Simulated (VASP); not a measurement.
# Al3N (Pm-3n) in VASP: further runs, part 2 of 2

VASP 6.6.1. The steps go on from the part before.

## 3. Relaxation of cell and atoms, PBE

This run uses another cell than the first one, of 12.07 Å³/atom, 0.871 times its volume.

File INCAR:

```
ALGO     = Normal         # electronic algorithm
EDIFF    = 1E-6           # SCF threshold, eV
EDIFFG   = -0.08          # ionic threshold
ENCUT    = 600            # plane-wave cutoff, eV
GGA      = PE             # functional
IBRION   = 2              # ionic algorithm
ISIF     = 3              # what is computed and relaxed
ISMEAR   = 0              # smearing method
LASPH    = True           # aspherical terms in the spheres
LCHARG   = False          # write CHGCAR
LREAL    = False          # projectors in reciprocal space
LWAVE    = False          # write WAVECAR
NELM     = 60             # most SCF steps
NSW      = 36             # ionic steps
PREC     = Accurate       # precision mode
SIGMA    = 0.2            # smearing width, eV
```

File KPOINTS:

```
k-points
0
Gamma
  4 4 4
```

File POSCAR:

```
Al3N
1.0
    4.5882126100      0.0000000000      0.0000000000
    0.0000000000      4.5882126100      0.0000000000
    0.0000000000      0.0000000000      4.5882126100
Al N
6 2
Direct
    0.0000000000      0.5000000000      0.2500000000
    0.0000000000      0.5000000000      0.7500000000
    0.5000000000      0.7500000000      0.0000000000
    0.5000000000      0.2500000000      0.0000000000
    0.7500000000      0.0000000000      0.5000000000
    0.2500000000      0.0000000000      0.5000000000
    0.5000000000      0.5000000000      0.5000000000
    0.0000000000      0.0000000000      0.0000000000
```

Potentials or basis: VASP PAW PBE potentials, release 64 (Al, N).

Started as:

```
cat potpaw_PBE.64/Al/POTCAR potpaw_PBE.64/N/POTCAR > POTCAR
mpirun -np 1 vasp_std > vasp.out
```

OUTCAR:

```text
EDIFF = 1E-6
   EDIFFG = -0.08
   ENCUT = 600
   GGA = PE
   IBRION = 2
   ISIF = 3
   ISMEAR = 0
   LASPH = True
   LREAL = False
   NELM = 60
   NSW = 36
   PREC = Accurate

 ion  position               nearest neighbor table
   1  0.000  0.500  0.250-   2 2.29   2 2.29   8 2.56   7 2.56   8 2.56   7 2.56   4 2.81   5 2.81
                             5 2.81   6 2.81   6 2.81   3 2.81   4 2.81   3 2.81
   2  0.000  0.500  0.750-   1 2.29   1 2.29   8 2.56   7 2.56   8 2.56   7 2.56   4 2.81   5 2.81
                             5 2.81   6 2.81   6 2.81   3 2.81   4 2.81   3 2.81
   3  0.500  0.750  0.000-   4 2.29   4 2.29   8 2.56   7 2.56   7 2.56   8 2.56   6 2.81   5 2.81
                             6 2.81   5 2.81   1 2.81   1 2.81   2 2.81   2 2.81
   4  0.500  0.250  0.000-   3 2.29   3 2.29   8 2.56   7 2.56   7 2.56   8 2.56   6 2.81   5 2.81
                             6 2.81   5 2.81   1 2.81   1 2.81   2 2.81   2 2.81
   5  0.750  0.000  0.500-   6 2.29   6 2.29   8 2.56   8 2.56   7 2.56   7 2.56   4 2.81   4 2.81
                             3 2.81   3 2.81   1 2.81   2 2.81   1 2.81   2 2.81
   6  0.250  0.000  0.500-   5 2.29   5 2.29   8 2.56   8 2.56   7 2.56   7 2.56   4 2.81   4 2.81
                             3 2.81   3 2.81   1 2.81   2 2.81   1 2.81   2 2.81
   7  0.500  0.500  0.500-   1 2.56   2 2.56   3 2.56   4 2.56   5 2.56   6 2.56   3 2.56   4 2.56
                             5 2.56   6 2.56   1 2.56   2 2.56
   8  0.000  0.000  0.000-   1 2.56   2 2.56   3 2.56   4 2.56   5 2.56   6 2.56   5 2.56   6 2.56
                             1 2.56   2 2.56   3 2.56   4 2.56

  LATTYP: Found a simple cubic cell.
 ALAT       =     4.5882126100

  Lattice vectors:

 A1 = (   4.5882126100,   0.0000000000,   0.0000000000)
 A2 = (   0.0000000000,   4.5882126100,   0.0000000000)
 A3 = (   0.0000000000,   0.0000000000,   4.5882126100)

Analysis of symmetry for initial positions (statically):
=====================================================================
 Subroutine PRICEL returns:
 Original cell was already a primitive cell.

 Routine SETGRP: Setting up the symmetry group for a
 simple cubic supercell.

 Subroutine GETGRP returns: Found 48 space group operations
 (whereof 24 operations were pure point group operations)
 out of a pool of 48 trial point group operations.

The static configuration has the point symmetry T_h .
 The point group associated with its full space group is O_h .

Analysis of symmetry for dynamics (positions and initial velocities):
=====================================================================
 Subroutine PRICEL returns:
 Original cell was already a primitive cell.

 Routine SETGRP: Setting up the symmetry group for a
 simple cubic supercell.

 Subroutine GETGRP returns: Found 48 space group operations
 (whereof 24 operations were pure point group operations)
 out of a pool of 48 trial point group operations.

The dynamic configuration has the point symmetry T_h .
 The point group associated with its full space group is O_h .

 Subroutine INISYM returns: Found 48 space group operations
 (whereof 24 operations are pure point group operations),
 and found     1 'primitive' translations

----------------------------------------------------------------------------------------

                                     Primitive cell

  volume of cell :      96.5897

  direct lattice vectors                    reciprocal lattice vectors
     4.588212610  0.000000000  0.000000000     0.217949795  0.000000000  0.000000000
     0.000000000  4.588212610  0.000000000     0.000000000  0.217949795  0.000000000
     0.000000000  0.000000000  4.588212610     0.000000000  0.000000000  0.217949795
[... 48 lines left out ...]

 Found     10 irreducible k-points:

 Following reciprocal coordinates:
            Coordinates               Weight
  0.000000  0.000000  0.000000      1.000000
  0.250000  0.000000  0.000000      6.000000
  0.500000  0.000000  0.000000      3.000000
  0.250000  0.250000  0.000000     12.000000
  0.500000  0.250000  0.000000     12.000000
  0.500000  0.500000  0.000000      3.000000
  0.250000  0.250000  0.250000      8.000000
  0.500000  0.250000  0.250000     12.000000
  0.500000  0.500000  0.250000      6.000000
  0.500000  0.500000  0.500000      1.000000
   k-points           NKPTS =     10   k-points in BZ     NKDIM =     10   number of bands    NBANDS=     19
   number of dos      NEDOS =    301   number of ions     NIONS =      8
   total plane-waves  NPLWV =  64000
   dimension x,y,z NGX =    40 NGY =   40 NGZ =   40
   dimension x,y,z NGXF=    80 NGYF=   80 NGZF=   80
   ions per type =               6   2
   NGX,Y,Z   is equivalent  to a cutoff of  14.49, 14.49, 14.49 a.u.
   NGXF,Y,Z  is equivalent  to a cutoff of  28.99, 28.99, 28.99 a.u.
 SYSTEM =  unknown system
   PREC   = accura    normal or accurate (medium, high low for compatibility)
   ISTART =      0    job   : 0-new  1-cont  2-samecut
   ICHARG =      2    charge: 1-file 2-atom 10-const
   ISPIN  =      1    spin polarized calculation?
   LNONCOLLINEAR =      F non collinear calculations
   LSORBIT =      F    spin-orbit coupling
   LASPH  =      T    aspherical Exc in radial PAW
   ENCUT  =  600.0 eV  44.10 Ry    6.64 a.u.   9.16  9.16  9.16*2*pi/ulx,y,z
   NELM   =     60;   NELMIN=  2; NELMDL= -5     # of ELM steps
   EDIFF  = 0.1E-05   stopping-criterion for ELM
   LREAL  =      F    real-space projection
   EDIFFG = -.8E-01   stopping-criterion for IOM
   NSW    =     36    number of steps for IOM
   IBRION =      2    ionic relax: 0-MD 1-quasi-New 2-CG
   NFREE  =      1    steps in history (QN), initial steepest desc. (CG)
   ISIF   =      3    stress and relaxation
   ISYM   =      2    0-nonsym 1-usesym 2-fastsym
   POTIM  = 0.5000    time-step for ionic-motion
   TEBEG  =    0.0;   TEEND  =   0.0 temperature during run
   PSTRESS=    0.0 pullay stress
   NELECT =      28.0000    total number of electrons
   NUPDOWN=      -1.0000    fix difference up-down
   EMIN   =  10.00;   EMAX   =-10.00  energy-range for DOS
   EFERMI =   0.00;   METHOD = LEGACY
   ISMEAR =     0;   SIGMA  =   0.20  broadening in eV -4-tet -1-fermi 0-gaus
   EFERMI_NEDOS =   21; number of points for ismear=-14 and -15
   IALGO  =     38    algorithm
   IMIX   =      4    mixing-type and parameters
     AMIX     =   0.40;   BMIX     =  1.00
     AMIX_MAG =   1.60;   BMIX_MAG =  1.00
  volume/ion in A,a.u.               =      12.07        81.48
  Fermi-wavevector in a.u.,A,eV,Ry     =   1.083471  2.047463 15.972008  1.173909
  Thomas-Fermi vector in A             =   2.219538
   LORBIT       =      0    0 simple, 1 ext, 2 COOP (PROOUT), +10 PAW based schemes
   GGA     = PE    functional components
   LHFCALC =     F    Hartree Fock is set to
   AEXX    =    0.0000 exact exchange contribution
   IVDW    =     0    specifies the selected vdW correction
   LEPSILON=     F    determine dielectric tensor
   LRPA    =     F    only Hartree local field effects (RPA)
 conjugate gradient relaxation of ions
 non-spin polarized calculation
 Gauss-broadening in eV      SIGMA  =   0.20
  energy-cutoff  :      600.00
  volume of cell :       96.59
 maximum number of plane-waves:      3238
 NGX is ok and might be reduce to    40
   NGX = 19   NGY = 19   NGZ = 19

--------------------------------------- Ionic step        1  -------------------------------------------

 number of electron      28.0000002 magnetization

 Free energy of the ion-electron system (eV)
  ---------------------------------------------------
  ext. energy  EPLUGINS =         0.00000000
  ---------------------------------------------------
  free energy    TOTEN  =       -32.18205033 eV

  energy without entropy =      -32.10221645  energy(sigma->0) =      -32.14213339

------------------------ aborting loop because EDIFF is reached ----------------------------------------

  FORCE on cell =-STRESS in cart. coord.  units (eV):
  Direction    XX          YY          ZZ          XY          YZ          ZX
  --------------------------------------------------------------------------------------
  -------------------------------------------------------------------------------------
  Total        9.6243963      9.6243963      9.6243963      0.0000000     -0.0000000     -0.0000000
  in kB      159.6443217    159.6443217    159.6443217      0.0000000     -0.0000000     -0.0000000
  external PRESSURE =     159.6443217 kB  Pullay stress =       0.0000000 kB
[... 71 lines left out ...]
--------------------------------------- Ionic step        3  -------------------------------------------

 number of electron      27.9999996 magnetization

 Free energy of the ion-electron system (eV)
  ---------------------------------------------------
  ext. energy  EPLUGINS =         0.00000000
  ---------------------------------------------------
  free energy    TOTEN  =       -32.81827052 eV

  energy without entropy =      -32.70229794  energy(sigma->0) =      -32.76028423

 E-fermi :   7.8132     XC(G=0): -10.5562

 val. band max:        7.8097714889   @ k =   0.5000   0.2500   0.0000
 cond. band min:       7.8283838235   @ k =   0.2500   0.2500   0.0000
 fundamental gap:      0.0186123346
 Fermi energy:         7.8132163180

 k-point     1 :       0.0000    0.0000    0.0000
  band No.  band energies     occupation
      1      -6.6865      2.00000
      2      -5.5605      2.00000
      3       0.1702      2.00000
      4       1.9772      2.00000
      5       1.9772      2.00000
      6       1.9772      2.00000
[... 244 lines left out ...]
  FREE ENERGIE OF THE ION-ELECTRON SYSTEM (eV)
  ---------------------------------------------------
  free  energy   TOTEN  =       -32.8182705182 eV

  energy  without entropy=      -32.7022979404  energy(sigma->0) =      -32.76028423

 reached required accuracy - stopping structural energy minimisation
```

Wall time 58 s (1 thread of Intel Xeon Platinum 8488C (Sapphire Rapids), shared host); peak memory 0.24 GiB.

What came out:

```
Free energy                            : -32.8183 eV
Relaxed volume                         : 13.86 Å³/atom
Relaxed cell                           : a = 4.805 Å, b = 4.805 Å, c = 4.805 Å, α = 90.00°, β = 90.00°, γ = 90.00°
Space group after relaxing (to 0.05 Å) : Pm-3n (No. 223)
Energy gained by relaxing              : 79.5 meV/atom
Ionic steps                            : 3
Pressure after relaxing                : 0.1 GPa
Band gap on the k mesh                 : zero (band 14 reaches 8.58 eV, above the bottom of band 15 at 7.63 eV)
```

The path:
```tsv
step	energy change (eV)	largest force (eV/Å)	pressure (GPa)	volume (Å³)
1	0.0000	0.0000	15.96	96.59
2	-0.6105	0.0000	-2.40	114.40
3	-0.6362	0.0000	0.10	110.91
```

Final structure:
```yaml
crystal:
  lattice:
    - [4.80463, 0.00000, 0.00000]
    - [0.00000, 4.80463, 0.00000]
    - [0.00000, 0.00000, 4.80463]
  atoms:
    - { symbol: Al, position: [0.00000, 0.50000, 0.25000] }
    - { symbol: Al, position: [0.00000, 0.50000, 0.75000] }
    - { symbol: Al, position: [0.50000, 0.75000, 0.00000] }
    - { symbol: Al, position: [0.50000, 0.25000, 0.00000] }
    - { symbol: Al, position: [0.75000, 0.00000, 0.50000] }
    - { symbol: Al, position: [0.25000, 0.00000, 0.50000] }
    - { symbol: N, position: [0.50000, 0.50000, 0.50000] }
    - { symbol: N, position: [0.00000, 0.00000, 0.00000] }
```
